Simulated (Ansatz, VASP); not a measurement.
One calculation of SiC, two programs

```
Si C
1.0
     2.17400   -2.17400    0.00000
     2.17400    0.00000   -2.17400
     9.78300    8.15250    8.15250
Si C
6 6
Direct
  0.65105 0.65105 0.06247
  0.77605 0.77605 0.89580
  0.27605 0.27605 0.22913
  0.52605 0.52605 0.56247
  0.90105 0.90105 0.39580
  0.15105 0.15105 0.72913
  0.55730 0.55730 0.43747
  0.93230 0.93230 0.27080
  0.18230 0.18230 0.60413
  0.43230 0.43230 0.93747
  0.80730 0.80730 0.77080
  0.30730 0.30730 0.10413
```

Alike in both runs: task single point; functional PBE; k mesh 10 × 10 × 2; occupations gaussian, width 0.05 eV; no spin polarisation.

```csv
,VASP,Ansatz
version,VASP 6.6.1,Ansatz 0.2.0
potentials or method,"VASP PAW PBE potentials, release 64 (Si, C), cutoff 520 eV","scalar-relativistic, plane waves, PAW"
valence electrons in the cell,48,48
```

Ansatz gave:

| Item | Value |
| --- | --- |
| gap on the k mesh at the Fermi level (eV) | 0.25 |
| least direct gap on the mesh (eV) | 0.63 |
| pressure (GPa) | 4.9 |
| traceless stress, the component that is largest in VASP (GPa) | -9.18 |
| rms of the force components (eV/Å) | 0.514 |

Question: Estimate VASP's values.

Answer: gap on the k mesh at the Fermi level (eV): 0.25; least direct gap on the mesh (eV): 0.63; pressure (GPa): 4.8; traceless stress, the component that is largest in VASP (GPa): -9.19; rms of the force components (eV/Å): 0.514.

Atom by atom the forces differ by 0.004 eV/Å (rms over components). The functional is the same, so the differences come from potentials, cutoffs and numerics.
